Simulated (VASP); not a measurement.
SrReP2, 4 atoms in the cell. It takes space group P-6m2 (No. 187, hexagonal). Conventional cell: a = 3.192 Å, b = 3.192 Å, c = 8.687 Å, α = 90.00°, β = 90.00°, γ = 120.00°. Within 3.7 Å of Sr (site symmetry -6m2) lie 2 P at 2.81 Å and 6 Sr at 3.19 Å. Within 3.2 Å of Re (site symmetry -6m2) lie 6 P at 2.40 Å and 6 Re at 3.19 Å. P (site symmetry 3m) has 3 Re at 2.40 Å and 1 Sr at 2.81 Å and 7 P at 3.07 to 3.19 Å within 3.2 Å. 

| Item | Value |
| --- | --- |
| Program | VASP 6.6.1 |
| Task | single point |
| Functional | PBE |
| Potentials or basis | VASP PAW PBE potentials, release 64 (Sr_sv, Re, P) |
| Cutoff | 520 eV |
| k mesh | 6 × 6 × 2 |
| Occupations | gaussian, width 0.1 eV |
| Spin | no spin polarisation |
| Dipole correction | no |
| Further INCAR settings | ALGO = Normal; EDIFF = 1e-06; NBANDS = 22 |

Potentials or basis: VASP PAW PBE potentials, release 64 (Sr_sv, Re, P).

Launch:

```console
$ cat potpaw_PBE.64/Sr_sv/POTCAR potpaw_PBE.64/Re/POTCAR potpaw_PBE.64/P/POTCAR > POTCAR
$ mpirun -np 1 vasp_std > vasp.out
```

Hardware: 1 thread of Intel(R) Xeon(R) Platinum 8259CL CPU @ 2.50GHz (Skylake/Cascade Lake), on a shared host.

Question: How long does it take, and how much memory?

Answer: It took 36 s on 1 thread of Intel(R) Xeon(R) Platinum 8259CL CPU @ 2.50GHz (Skylake/Cascade Lake), with other jobs on the host, peak memory 0.2 GiB. Counts: scf iterations 14, k points 14.
